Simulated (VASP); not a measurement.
**As: single point with PBE+D3(BJ)**

As, a slab with vacuum:

```
As
1.0
     3.75000    0.00000    0.00000
    -1.87500    3.24760    0.00000
     0.00000    0.00000   28.57424
As
2
Direct
  0.33333 0.66667 0.47904
  0.66667 0.33333 0.52096
```

- Program: VASP 6.6.1
- Task: single point
- Functional: PBE
- Dispersion: D3(BJ)
- Potentials or basis: VASP PAW PBE potentials, release 64 (As)
- Cutoff: 520 eV
- k mesh: 9 × 9 × 1
- Occupations: gaussian, width 0.02 eV
- Spin: no spin polarisation
- Dipole correction: yes
- Further INCAR settings: ALGO = Normal; EDIFF = 1e-07; NBANDS = 12

- Largest force: 1.938 eV/Å
- Dispersion energy per atom: -0.193 eV

Forces in eV/Å, atoms in the order of the input:
```
As   0.000  0.000 -1.938
As   0.000  0.000  1.938
```

Levels at points of the mesh, in eV from the Fermi level:
```csv
k point,band 2,band 3,band 4,band 5,band 6,band 7,band 8,band 9
"(0.00, 0.00, 0.00)",-6.93,-1.36,-1.36,-0.11,0.28,2.62,2.62,4.69
```

Run time: 87 s on 1 thread of Intel(R) Xeon(R) Platinum 8259CL CPU @ 2.50GHz (Skylake/Cascade Lake), with other jobs on the host, peak memory 0.38 GiB.
